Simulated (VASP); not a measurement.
Input of a VASP 6.6.1 run:

File INCAR:

```
SYSTEM = GaB2
PREC     = Accurate       ! precision mode
ENCUT    = 500            ! plane-wave cutoff, eV
EDIFF    = 1E-7           ! SCF threshold, eV
ISMEAR   = 0              ! smearing method
SIGMA    = 0.1            ! smearing width, eV
LREAL    = .False.        ! projectors in reciprocal space
LASPH    = .True.         ! aspherical terms in the spheres
NELM     = 120            ! most SCF steps
ALGO     = Normal         ! electronic algorithm
ISIF     = 3              ! what is computed and relaxed
LWAVE    = .False.        ! write WAVECAR
LCHARG   = .False.        ! write CHGCAR
GGA      = PE             ! functional
IBRION   = 2              ! ionic algorithm
NSW      = 90             ! ionic steps
EDIFFG   = -0.04          ! ionic threshold
GGA_COMPAT= .False.      
NELMIN   = 4
```

The input KPOINTS:

```
regular mesh
0
Gamma
  8 8 8
  0 0 0
```

The input POSCAR:

```
GaB2
1.0
   -1.4423037807      1.4423037807      3.5381514620
    1.4423037807     -1.4423037807      3.5381514620
    1.4423037807      1.4423037807     -3.5381514620
Ga B
1 2
Direct
    0.0000000000      0.0000000000      0.0000000000
    0.6650000000      0.6650000000      0.0000000000
    0.3350000000      0.3350000000      0.0000000000
```

Potentials or basis: VASP PAW PBE potentials, release 64 (Ga_d, B).

Launch:

```bash
$ cat potpaw_PBE.64/Ga_d/POTCAR potpaw_PBE.64/B/POTCAR > POTCAR
$ mpirun -np 1 vasp_std > vasp.out
```

Problem. Predict the relaxed cell.

Solution. a = 3.741 Å, b = 3.741 Å, c = 3.741 Å, α = 123.64°, β = 123.64°, γ = 83.80°.

Problem. What does it give for the relaxed volume?

Solution. 11.58 Å³/atom.

Problem. Predict the space group after relaxing (to 0.1 Å).

Solution. I4/mmm (No. 139).

Forces in eV/Å, atoms in the order of the input:
```
Ga   0.000  0.000  0.000
B    0.000  0.000 -0.006
B    0.000  0.000  0.006
```

Caveat: the volume moved by over 15 % at a fixed basis, so the end points are rough.
